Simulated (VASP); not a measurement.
Write the native input for VASP 6.6.1 that does the following.

```yaml
Task: single point
Functional: PBE
Potentials_or_basis: VASP PAW PBE potentials, release 64 (Ga_d)
Cutoff: 500 eV
k_mesh: 14 × 14 × 16
Occupations: fermi-dirac, width 0.05 eV
Spin: no spin polarisation
Dipole_correction: no
Further_INCAR_settings: ALGO = Normal; EDIFF = 1e-06; NBANDS = 12; ISYM = 0
```

The structure of Ga lies in POSCAR:

```
Ga
1.0
   -1.4180400000      1.4180400000      2.2290000000
    1.4180400000     -1.4180400000      2.2290000000
    1.4180400000      1.4180400000     -2.2290000000
Ga
1
Direct
    0.0000000000      0.0000000000      0.0000000000
```

This cell differs from its parent crystal: equal xx and yy strain of +1 %.

The input as run:

INCAR

```
SYSTEM = Ga
ALGO = Normal
EDIFF = 1E-6
ENCUT = 500
GGA = PE
GGA_COMPAT = .False.
ISIF = 2
ISMEAR = -1
ISYM = 0
LASPH = .True.
LCHARG = .False.
LREAL = .False.
LWAVE = .False.
NBANDS = 12
NELM = 120
PREC = Accurate
SIGMA = 0.05
```

KPOINTS

```
k-points
0
Gamma
  14 14 16
  0 0 0
```

Potentials or basis: VASP PAW PBE potentials, release 64 (Ga_d).

Run with:

```bash
$ cat potpaw_PBE.64/Ga_d/POTCAR > POTCAR
$ mpirun -np 1 vasp_std > vasp.out
```

It gave:

- Pressure: 3.0 GPa
- Band gap on the k mesh: zero (an odd number of electrons rules out a gap without spin polarisation)

Caveat: the cell differs from its parent crystal (equal xx and yy strain of +1 %).

It took 8.1 min on 1 thread of Oxide Virtual Turin-like Processor (shared host), peak memory 0.37 GiB.
